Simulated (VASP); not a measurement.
## C: relaxation of shape and atoms at fixed volume with PBE+D3(BJ)

Crystal: C.

```
CELL_PARAMETERS angstrom
2.43348 0.00000 0.00000
-1.21674 2.10745 0.00000
0.00000 0.00000 6.29710
ATOMIC_POSITIONS crystal
C 0.00000 0.00000 0.25000
C 0.00000 0.00000 0.75000
C 0.33333 0.66667 0.25000
C 0.66667 0.33333 0.75000
```

- Program: VASP 6.6.1
- Task: relaxation of shape and atoms at fixed volume
- Functional: PBE
- Dispersion: D3(BJ)
- Potentials or basis: VASP PAW PBE potentials, release 64 (C)
- Cutoff: 600 eV
- k mesh: 21 × 21 × 6
- Occupations: gaussian, width 0.1 eV
- Spin: no spin polarisation
- Dipole correction: no
- Further INCAR settings: ALGO = Normal; EDIFF = 1e-06; IBRION = 2; EDIFFG = -0.01; NSW = 50; ISIF = 4

* Energy gained by relaxing: 7.8 meV/atom
* Ionic steps: 3
* Pressure after relaxing: 4.6 GPa
* Band gap on the k mesh: zero (bands 8 and 9 overlap by 0.06 eV)
* Dispersion energy per atom: -0.172 eV

Step by step:
```
step  energy change (eV)  largest force (eV/Å)  pressure (GPa)  volume (Å³)
   1              0.0000                0.0000           13.89        32.29
   2             -0.0272                0.0000            1.35        32.29
   3             -0.0313                0.0000            4.58        32.29
```

Final structure:
```xyz
4
Lattice="2.4571 0.0000 0.0000 -1.2286 2.1279 0.0000 0.0000 0.0000 6.1765" Properties=species:S:1:pos:R:3 pbc="T T T"
C    -1.2286    2.1279    1.5441
C     0.0000    0.0000    4.6324
C     0.0000    1.4186    1.5441
C     1.2286    0.7093    4.6324
```

Levels at points of the mesh, in eV from the Fermi level:
| k point | band 4 | band 5 | band 6 | band 7 | band 8 | band 9 | band 10 | band 11 | band 12 |
| --- | --- | --- | --- | --- | --- | --- | --- | --- | --- |
| (0.00, 0.00, 0.00) | -6.02 | -2.98 | -2.98 | -2.94 | -2.94 | 5.12 | 8.40 | 8.40 | 8.50 |
| (0.00, 0.00, 0.50) | -7.65 | -2.96 | -2.96 | -2.96 | -2.96 | 8.45 | 8.45 | 8.45 | 8.45 |

It took 2.7 min on 1 thread of Intel Xeon 8259CL, with other jobs on the host, peak memory 0.21 GiB.
